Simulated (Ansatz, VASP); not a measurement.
**V: VASP beside Ansatz**

The input INCAR:

```
SYSTEM = V
  PREC = Accurate
  ENCUT = 500
  EDIFF = 1E-7
  ISMEAR = 0
  SIGMA = 0.1
  LREAL = .FALSE.
  LASPH = .TRUE.
  NELM = 120
  ALGO = Normal
  ISIF = 3
  LWAVE = .FALSE.
  LCHARG = .FALSE.
  GGA = CA
  IBRION = 2
  NSW = 100
  EDIFFG = -0.002
  GGA_COMPAT = .FALSE.
  NELMIN = 4
```

The input KPOINTS:

```
Automatic mesh
0
G
  20 20 20
  0 0 0
```

File POSCAR:

```
V
1.0
   -1.4750000000      1.4750000000      1.4750000000
    1.4750000000     -1.4750000000      1.4750000000
    1.4750000000      1.4750000000     -1.4750000000
V
1
Direct
    0.0000000000      0.0000000000      0.0000000000
```

Input for Ansatz:

```yaml
crystal:
  lattice:
    - [-1.475, 1.475, 1.475]
    - [1.475, -1.475, 1.475]
    - [1.475, 1.475, -1.475]
  atoms:
    - { symbol: V, position: [0.0, 0.0, 0.0] }
basis:
  ecutwfc: 420
kpoints:
  mp_grid: { grid: [20, 20, 20] }
hamiltonian:
  xc: lda
  pseudopotentials: { kind: paw, azcp: { folder: soft_1 } }
scf:
  occupations: { method: gaussian, width: 0.1 }
output:
  forces: true
  stress: true
  eigenvalues: true
  write_density: true
  write_potential: true
  elf: true
  volumetric_format: npy
relax:
  adjacent_minimum: "off"
  f_tol: 0.002
  max_steps: 80
  cell: { stress_tol: 0.02 }
```

Alike in both runs: task relaxation of cell and atoms; functional LDA; k mesh 20 × 20 × 20; occupations gaussian, width 0.1 eV; no spin polarisation.

```csv
,VASP,Ansatz
version,VASP 6.6.1,Ansatz 0.2.0
potentials or method,"VASP PAW LDA potentials, release 64 (V_sv), cutoff 500 eV","scalar-relativistic, plane waves, PAW"
valence electrons in the cell,13,13
```

|  | VASP | Ansatz | Ansatz less VASP |
| --- | --- | --- | --- |
| gap on the k mesh at the Fermi level, each at its own relaxed structure (eV) | none | none | - |
| relaxed volume (Å³/atom) | 12.56 | 12.54 | -0.024 |
| relaxed length of the cell vector where the two differ most in proportion (Å) | 2.536 | 2.535 | -0.0016 |

Ansatz warns that its potentials were made for another functional, while VASP's fit it. LDA's correlation is that of Perdew and Zunger in VASP and of Perdew and Wang (1992) in Ansatz. A gap of «none» marks a metal or a gap that the smearing closes.
